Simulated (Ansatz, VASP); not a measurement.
## One calculation of N, two programs

```
N
1.0
     9.00000    0.00000    0.00000
     0.00000    9.50000    0.00000
     0.00000    0.00000   10.00000
N
2
Direct
  0.50000 0.50000 0.44490
  0.50000 0.50000 0.55510
```

Alike in both runs: functional PBE; k mesh 1 × 1 × 1; occupations fermi-dirac, width 0.02 eV; no spin polarisation.

Ansatz relaxed the structure, and its values are those at the end. VASP's run is a single point on that final structure, the one shown.

|  | VASP | Ansatz |
| --- | --- | --- |
| version | VASP 6.6.1 | Ansatz 0.2.0 |
| potentials or method | VASP PAW PBE potentials, release 64 (N), cutoff 520 eV | plane waves, PAW |
| valence electrons in the cell | 10 | 10 |

```tsv
	VASP	Ansatz	Ansatz less VASP
rms of the force components (eV/Å)	1.011	0.001	-1.0098
```

One of these differences is far larger than is usual between the two programs; its cause wasn't traced. The functional is the same, so the differences come from potentials, cutoffs and numerics. Ansatz's warnings: stress scf threshold loose.

Noted on VASP's run: the standard files for N, O and F lose accuracy on very short bonds.
